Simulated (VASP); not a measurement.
# Fe (Pm-3m) in VASP: notebook

Runs on Fe. Level: PBEsol. Tasks: single point.

All numbers are computed with VASP 6.6.1; they aren't measurements. Logs are shortened: lines on timing, memory, paths and dates and some standing lists are left out, and cuts for length are marked.

## 1. The cell of the first run

The structure is cubic, space group Pm-3m (No. 221). The conventional cell has a = 2.206 Å, b = 2.206 Å, c = 2.206 Å, α = 90.00°, β = 90.00°, γ = 90.00°. Fe (site symmetry m-3m) has 6 Fe at 2.21 Å within 2.9 Å.

## 2. Single point, PBEsol (volume scaled by 0.96)

Contents of INCAR:

```
SYSTEM = Fe
PREC     = Accurate       ! precision mode
ENCUT    = 520            ! plane-wave cutoff, eV
EDIFF    = 1E-7           ! SCF threshold, eV
ISMEAR   = -1             ! smearing method
SIGMA    = 0.1            ! smearing width, eV
LREAL    = .False.        ! projectors in reciprocal space
LASPH    = .True.         ! aspherical terms in the spheres
NELM     = 80             ! most SCF steps
ALGO     = Normal         ! electronic algorithm
ISIF     = 2              ! what is computed and relaxed
LWAVE    = .False.        ! write WAVECAR
LCHARG   = .False.        ! write CHGCAR
GGA      = PS             ! functional
NBANDS   = 10             ! bands
```

Contents of KPOINTS:

```
Automatic mesh
0
Gamma
  16 16 16
  0 0 0
```

Contents of POSCAR:

```
Fe
1.0
    2.2064458535      0.0000000000      0.0000000000
    0.0000000000      2.2064458535      0.0000000000
    0.0000000000      0.0000000000      2.2064458535
Fe
1
Direct
    0.0000000000      0.0000000000      0.0000000000
```

Potentials or basis: VASP PAW PBE potentials, release 64 (Fe).

Run with:

```
$ cat potpaw_PBE.64/Fe/POTCAR > POTCAR
$ mpirun -np 1 vasp_std > vasp.out
```

OUTCAR:

```text
SYSTEM = Fe
   PREC = Accurate
   ENCUT = 520
   EDIFF = 1E-7
   ISMEAR = -1
   LREAL = .False.
   LASPH = .True.
   NELM = 80
   ISIF = 2
   GGA = PS

 ion  position               nearest neighbor table
   1  0.000  0.000  0.000-

  LATTYP: Found a simple cubic cell.
 ALAT       =     2.2064458535

  Lattice vectors:

 A1 = (   2.2064458535,   0.0000000000,   0.0000000000)
 A2 = (   0.0000000000,   2.2064458535,   0.0000000000)
 A3 = (   0.0000000000,   0.0000000000,   2.2064458535)

Analysis of symmetry for initial positions (statically):
=====================================================================
 Subroutine PRICEL returns:
 Original cell was already a primitive cell.

 Routine SETGRP: Setting up the symmetry group for a
 simple cubic supercell.

 Subroutine GETGRP returns: Found 48 space group operations
 (whereof 48 operations were pure point group operations)
 out of a pool of 48 trial point group operations.

The static configuration has the point symmetry O_h .

Analysis of symmetry for dynamics (positions and initial velocities):
=====================================================================
 Subroutine PRICEL returns:
 Original cell was already a primitive cell.

 Routine SETGRP: Setting up the symmetry group for a
 simple cubic supercell.

 Subroutine GETGRP returns: Found 48 space group operations
 (whereof 48 operations were pure point group operations)
 out of a pool of 48 trial point group operations.

The dynamic configuration has the point symmetry O_h .

 Subroutine INISYM returns: Found 48 space group operations
 (whereof 48 operations are pure point group operations),
 and found     1 'primitive' translations

----------------------------------------------------------------------------------------

                                     Primitive cell

  volume of cell :      10.7419

  direct lattice vectors                    reciprocal lattice vectors
     2.206445853  0.000000000  0.000000000     0.453217557  0.000000000  0.000000000
     0.000000000  2.206445853  0.000000000     0.000000000  0.453217557  0.000000000
     0.000000000  0.000000000  2.206445853     0.000000000  0.000000000  0.453217557

  length of vectors
     2.206445853  2.206445853  2.206445853     0.453217557  0.453217557  0.453217557

  position of ions in fractional coordinates (direct lattice)
     0.000000000  0.000000000  0.000000000

  ion indices of the primitive-cell ions
   primitive index   ion index
[... 71 lines left out ...]
   ENCUT  =  520.0 eV  38.22 Ry    6.18 a.u.   4.10  4.10  4.10*2*pi/ulx,y,z
   NELM   =     80;   NELMIN=  2; NELMDL= -5     # of ELM steps
   EDIFF  = 0.1E-06   stopping-criterion for ELM
   LREAL  =      F    real-space projection
   EDIFFG = 0.1E-05   stopping-criterion for IOM
   NSW    =      0    number of steps for IOM
   IBRION =     -1    ionic relax: 0-MD 1-quasi-New 2-CG
   NFREE  =      0    steps in history (QN), initial steepest desc. (CG)
   ISIF   =      2    stress and relaxation
   ISYM   =      2    0-nonsym 1-usesym 2-fastsym
   POTIM  = 0.5000    time-step for ionic-motion
   TEBEG  =    0.0;   TEEND  =   0.0 temperature during run
   PSTRESS=    0.0 pullay stress
   NELECT =       8.0000    total number of electrons
   NUPDOWN=      -1.0000    fix difference up-down
   EMIN   =  10.00;   EMAX   =-10.00  energy-range for DOS
   EFERMI =   0.00;   METHOD = LEGACY
   ISMEAR =    -1;   SIGMA  =   0.10  broadening in eV -4-tet -1-fermi 0-gaus
   EFERMI_NEDOS =   21; number of points for ismear=-14 and -15
   IALGO  =     38    algorithm
   IMIX   =      4    mixing-type and parameters
     AMIX     =   0.40;   BMIX     =  1.00
     AMIX_MAG =   1.60;   BMIX_MAG =  1.00
  volume/ion in A,a.u.               =      10.74        72.49
  Fermi-wavevector in a.u.,A,eV,Ry     =   1.483924  2.804209 29.960428  2.202029
  Thomas-Fermi vector in A             =   2.597525
   LORBIT       =      0    0 simple, 1 ext, 2 COOP (PROOUT), +10 PAW based schemes
   GGA     = PS    functional components
   LHFCALC =     F    Hartree Fock is set to
   AEXX    =    0.0000 exact exchange contribution
   IVDW    =     0    specifies the selected vdW correction
   LEPSILON=     F    determine dielectric tensor
   LRPA    =     F    only Hartree local field effects (RPA)
 non-spin polarized calculation
  energy-cutoff  :      520.00
  volume of cell :       10.74
 maximum number of plane-waves:       304
   NGX =  9   NGY =  9   NGZ =  9

 number of electron       7.9999981 magnetization

 Free energy of the ion-electron system (eV)
  ---------------------------------------------------
  ext. energy  EPLUGINS =         0.00000000
  ---------------------------------------------------
  free energy    TOTEN  =        -7.89138377 eV

  energy without entropy =       -7.82387263  energy(sigma->0) =       -7.85762820

 E-fermi :   6.5217     XC(G=0): -13.5255

 val. band max:        6.5108989302   @ k =   0.2500   0.2500   0.1250
 cond. band min:       6.5621705446   @ k =   0.3125   0.3125   0.0625
 fundamental gap:      0.0512716144
 Fermi energy:         6.5216605226

 k-point     1 :       0.0000    0.0000    0.0000
  band No.  band energies     occupation
      1      -2.2958      2.00000
      2       2.2718      2.00000
      3       2.2718      2.00000
      4       7.6199      0.00003
      5       7.6199      0.00003
      6       7.6199      0.00003
      7      28.2572      0.00000
      8      28.2572      0.00000
      9      28.2572      0.00000
     10      32.6023      0.00000
[... 287 lines left out ...]
 k-point    24 :       0.5000    0.1250    0.0000
  band No.  band energies     occupation
      1       2.7159      2.00000
      2       3.4144      2.00000
      3       3.7215      2.00000
      4       5.8688      1.99708
      5       7.3892      0.00034
      6       7.5307      0.00008
      7      12.9093      0.00000
      8      29.2296      0.00000
      9      33.4088      0.00000
     10      34.1409      0.00000

 [... further k-points ...]
[... 5 lines left out ...]
  --------------------------------------------------------------------------------------
  -------------------------------------------------------------------------------------
  Total        0.6364020      0.6364020      0.6364020      0.0000000      0.0000000     -0.0000000
  in kB       94.9209916     94.9209916     94.9209916      0.0000000      0.0000000     -0.0000000
  external PRESSURE =      94.9209916 kB  Pullay stress =       0.0000000 kB

 VOLUME and BASIS-vectors are now :
 -----------------------------------------------------------------------------
  energy-cutoff  :      520.00
  volume of cell :       10.74
      direct lattice vectors                 reciprocal lattice vectors
     2.206445853  0.000000000  0.000000000     0.453217557  0.000000000  0.000000000
     0.000000000  2.206445853  0.000000000     0.000000000  0.453217557  0.000000000
     0.000000000  0.000000000  2.206445853     0.000000000  0.000000000  0.453217557

 POSITION                                       TOTAL-FORCE (eV/Angst)
 -----------------------------------------------------------------------------------
      0.00000      0.00000      0.00000         0.000000      0.000000      0.000000
 -----------------------------------------------------------------------------------
    total drift:                               -0.000000     -0.000000      0.000000

  FREE ENERGIE OF THE ION-ELECTRON SYSTEM (eV)
  ---------------------------------------------------
  free  energy   TOTEN  =        -7.8913837719 eV

  energy  without entropy=       -7.8238726272  energy(sigma->0) =       -7.85762820
```

Wall time 5.3 s (1 thread of Intel Xeon 6975P-C, shared host); peak memory 0.12 GiB.

What came out:

```
Free energy            : -7.8914 eV
Pressure               : 9.5 GPa
Band gap on the k mesh : zero (band 4 reaches 8.95 eV, above the bottom of band 5 at 5.77 eV)
```

Levels at points of the mesh, in eV from the Fermi level:
```
           k point  band 2  band 3  band 4  band 5  band 6  band 7
(0.00, 0.00, 0.00)   -4.25   -4.25    1.10    1.10    1.10   21.74
(0.50, 0.00, 0.00)   -3.53   -1.41   -0.71   -0.71    1.26    6.37
(0.50, 0.50, 0.00)   -2.83   -0.32   -0.32    2.33    6.15    6.15
(0.50, 0.50, 0.50)   -3.94   -3.94    2.42    2.42   13.03   14.60
```

Caveat: the cell differs from its parent crystal (volume scaled by 0.96); the PAW data sets were made with another functional, which shifts forces and pressure a little; the run has no spin polarisation, though such a crystal can be magnetic. Spin polarisation is off, so any magnetic state and its effect on volume and gap are missing.

## 3. Single point, PBEsol

This run uses another cell than the first one, of 11.19 Å³/atom, 1.042 times its volume.

Contents of INCAR:

```
SYSTEM = Fe
ALGO     = Normal         ! electronic algorithm
EDIFF    = 1E-6           ! SCF threshold, eV
ENCUT    = 520            ! plane-wave cutoff, eV
GGA      = PS             ! functional
ISIF     = 2              ! what is computed and relaxed
ISMEAR   = -1             ! smearing method
LASPH    = .TRUE.         ! aspherical terms in the spheres
LCHARG   = .TRUE.         ! write CHGCAR
LELF     = .TRUE.         ! ELF
LREAL    = .FALSE.        ! projectors in reciprocal space
LVHAR    = .TRUE.       
LWAVE    = .FALSE.        ! write WAVECAR
NBANDS   = 10             ! bands
NELM     = 60             ! most SCF steps
PREC     = Accurate       ! precision mode
SIGMA    = 0.1            ! smearing width, eV
```

Contents of KPOINTS:

```
k-points
0
G
  16 16 16
  0 0 0
```

Contents of POSCAR:

```
Fe
1.0
    2.2366748955      0.0000000000      0.0000000000
    0.0000000000      2.2366748955      0.0000000000
    0.0000000000      0.0000000000      2.2366748955
Fe
1
Direct
    0.0000000000      0.0000000000      0.0000000000
```

Potentials or basis: VASP PAW PBE potentials, release 64 (Fe).

Run with:

```
$ cat potpaw_PBE.64/Fe/POTCAR > POTCAR
$ mpirun -np 1 vasp_std > vasp.out
```

OUTCAR:

```text
SYSTEM = Fe
   EDIFF = 1E-6
   ENCUT = 520
   GGA = PS
   ISIF = 2
   ISMEAR = -1
   LASPH = .TRUE.
   LREAL = .FALSE.
   NELM = 60
   PREC = Accurate

 ion  position               nearest neighbor table
   1  0.000  0.000  0.000-

  LATTYP: Found a simple cubic cell.
 ALAT       =     2.2366748955

  Lattice vectors:

 A1 = (   2.2366748955,   0.0000000000,   0.0000000000)
 A2 = (   0.0000000000,   2.2366748955,   0.0000000000)
 A3 = (   0.0000000000,   0.0000000000,   2.2366748955)

Analysis of symmetry for initial positions (statically):
=====================================================================
 Subroutine PRICEL returns:
 Original cell was already a primitive cell.

 Routine SETGRP: Setting up the symmetry group for a
 simple cubic supercell.

 Subroutine GETGRP returns: Found 48 space group operations
 (whereof 48 operations were pure point group operations)
 out of a pool of 48 trial point group operations.

The static configuration has the point symmetry O_h .

Analysis of symmetry for dynamics (positions and initial velocities):
=====================================================================
 Subroutine PRICEL returns:
 Original cell was already a primitive cell.

 Routine SETGRP: Setting up the symmetry group for a
 simple cubic supercell.

 Subroutine GETGRP returns: Found 48 space group operations
 (whereof 48 operations were pure point group operations)
 out of a pool of 48 trial point group operations.

The dynamic configuration has the point symmetry O_h .

 Subroutine INISYM returns: Found 48 space group operations
 (whereof 48 operations are pure point group operations),
 and found     1 'primitive' translations

----------------------------------------------------------------------------------------

                                     Primitive cell

[... 104 lines left out ...]
   EFERMI_NEDOS =   21; number of points for ismear=-14 and -15
   IALGO  =     38    algorithm
   IMIX   =      4    mixing-type and parameters
     AMIX     =   0.40;   BMIX     =  1.00
     AMIX_MAG =   1.60;   BMIX_MAG =  1.00
  volume/ion in A,a.u.               =      11.19        75.51
  Fermi-wavevector in a.u.,A,eV,Ry     =   1.463868  2.766310 29.156060  2.142910
  Thomas-Fermi vector in A             =   2.579912
   LORBIT       =      0    0 simple, 1 ext, 2 COOP (PROOUT), +10 PAW based schemes
   GGA     = PS    functional components
   LHFCALC =     F    Hartree Fock is set to
   AEXX    =    0.0000 exact exchange contribution
   IVDW    =     0    specifies the selected vdW correction
   LEPSILON=     F    determine dielectric tensor
   LRPA    =     F    only Hartree local field effects (RPA)
 non-spin polarized calculation
  energy-cutoff  :      520.00
  volume of cell :       11.19
 maximum number of plane-waves:       320
 NGX is ok and might be reduce to    18
   NGX =  9   NGY =  9   NGZ =  9

 number of electron       8.0000011 magnetization

 Free energy of the ion-electron system (eV)
  ---------------------------------------------------
  ext. energy  EPLUGINS =         0.00000000
  ---------------------------------------------------
  free energy    TOTEN  =        -7.90312812 eV

  energy without entropy =       -7.83114696  energy(sigma->0) =       -7.86713754

 E-fermi :   6.0655     XC(G=0): -13.2946

 val. band max:        6.0611241102   @ k =   0.2500   0.2500   0.1250
 cond. band min:       6.1050349247   @ k =   0.4375   0.2500   0.1875
 fundamental gap:      0.0439108145
 Fermi energy:         6.0654595560

 k-point     1 :       0.0000    0.0000    0.0000
  band No.  band energies     occupation
      1      -2.5034      2.00000
      2       2.0497      2.00000
      3       2.0497      2.00000
      4       7.1015      0.00006
      5       7.1015      0.00006
      6       7.1015      0.00006
      7      27.2589      0.00000
      8      27.2589      0.00000
      9      27.2589      0.00000
     10      31.4837      0.00000
[... 287 lines left out ...]
 k-point    24 :       0.5000    0.1250    0.0000
  band No.  band energies     occupation
      1       2.4056      2.00000
      2       3.1163      2.00000
      3       3.4248      2.00000
      4       5.4568      1.99547
      5       6.9158      0.00041
      6       7.0175      0.00015
      7      12.1404      0.00000
      8      28.3365      0.00000
      9      32.1350      0.00000
     10      33.1111      0.00000

 [... further k-points ...]
[... 5 lines left out ...]
  --------------------------------------------------------------------------------------
  -------------------------------------------------------------------------------------
  Total       -0.0511233     -0.0511233     -0.0511233      0.0000000      0.0000000     -0.0000000
  in kB       -7.3201614     -7.3201614     -7.3201614      0.0000000      0.0000000     -0.0000000
  external PRESSURE =      -7.3201614 kB  Pullay stress =       0.0000000 kB

 VOLUME and BASIS-vectors are now :
 -----------------------------------------------------------------------------
  energy-cutoff  :      520.00
  volume of cell :       11.19
      direct lattice vectors                 reciprocal lattice vectors
     2.236674896  0.000000000  0.000000000     0.447092245  0.000000000  0.000000000
     0.000000000  2.236674896  0.000000000     0.000000000  0.447092245  0.000000000
     0.000000000  0.000000000  2.236674896     0.000000000  0.000000000  0.447092245

 POSITION                                       TOTAL-FORCE (eV/Angst)
 -----------------------------------------------------------------------------------
      0.00000      0.00000      0.00000         0.000000      0.000000      0.000000
 -----------------------------------------------------------------------------------
    total drift:                                0.000000      0.000000      0.000000

  FREE ENERGIE OF THE ION-ELECTRON SYSTEM (eV)
  ---------------------------------------------------
  free  energy   TOTEN  =        -7.9031281239 eV

  energy  without entropy=       -7.8311469560  energy(sigma->0) =       -7.86713754
```

stdout:

```text
POSCAR found type information on POSCAR Fe
 POSCAR found :  1 types and       1 ions
 scaLAPACK will be used
 -----------------------------------------------------------------------------
|                                                                             |
|                                                                             |
|     You enforced a specific xc type in the INCAR file but a different       |
|     I HOPE YOU KNOW WHAT YOU ARE DOING!                                     |
|                                                                             |
 -----------------------------------------------------------------------------

 LDA part: xc-table for (Slater+PW92), standard interpolation
 POSCAR, INCAR and KPOINTS ok, starting setup
 FFT: planning ... GRIDC
 FFT: planning ... GRID_SOFT
 FFT: planning ... GRID
 WAVECAR not read
 entering main loop
```

Run time: 9.9 s. Hardware: 1 thread of Intel Xeon 6975P-C, shared host; peak memory 0.13 GiB.

What came out:

| Item | Value |
| --- | --- |
| Free energy | -7.9031 eV |
| Pressure | -0.7 GPa |
| Band gap on the k mesh | zero (band 4 reaches 8.35 eV, above the bottom of band 5 at 5.36 eV) |

Caveat: the PAW data sets were made with another functional, which shifts forces and pressure a little; the run has no spin polarisation, though such a crystal can be magnetic.

## 4. Single point, PBEsol (volume scaled by 1.04)

Contents of INCAR:

```
PREC = Accurate ; ENCUT = 520
EDIFF = 1E-7 ; ISMEAR = -1
SIGMA = 0.1 ; LREAL = F
LASPH = T ; NELM = 100
ALGO = Normal ; ISIF = 2
LWAVE = F ; LCHARG = F
GGA = PS ; NBANDS = 10
```

Contents of KPOINTS:

```
regular mesh
0
Gamma
  16 16 16
```

Contents of POSCAR:

```
Fe
1.0
    2.2661082037      0.0000000000      0.0000000000
    0.0000000000      2.2661082037      0.0000000000
    0.0000000000      0.0000000000      2.2661082037
Fe
1
Direct
    0.0000000000      0.0000000000      0.0000000000
```

Run with:

```
$ cat potpaw_PBE.64/Fe/POTCAR > POTCAR
$ mpirun -np 1 vasp_std > vasp.out
```

Wall time 12 s (1 thread of Intel Xeon 6975P-C, shared host); peak memory 0.13 GiB.

It converged, with:

* Free energy: -7.8892 eV
* Pressure: -8.9 GPa
* Band gap on the k mesh: zero (band 4 reaches 7.81 eV, above the bottom of band 5 at 4.98 eV)

Levels at points of the mesh, in eV from the Fermi level:
| k point | band 2 | band 3 | band 4 | band 5 | band 6 | band 7 |
| --- | --- | --- | --- | --- | --- | --- |
| (0.00, 0.00, 0.00) | -3.80 | -3.80 | 0.98 | 0.98 | 0.98 | 20.68 |
| (0.50, 0.00, 0.00) | -3.16 | -1.24 | -0.62 | -0.62 | 1.12 | 5.76 |
| (0.50, 0.50, 0.00) | -2.57 | -0.28 | -0.28 | 2.08 | 5.80 | 5.80 |
| (0.50, 0.50, 0.50) | -3.48 | -3.48 | 2.16 | 2.16 | 12.92 | 13.58 |

Caveat: the cell differs from its parent crystal (volume scaled by 1.04); the PAW data sets were made with another functional, which shifts forces and pressure a little; the run has no spin polarisation, though such a crystal can be magnetic. Spin polarisation is off, so any magnetic state and its effect on volume and gap are missing.

(Continued in part 2 of 2.)
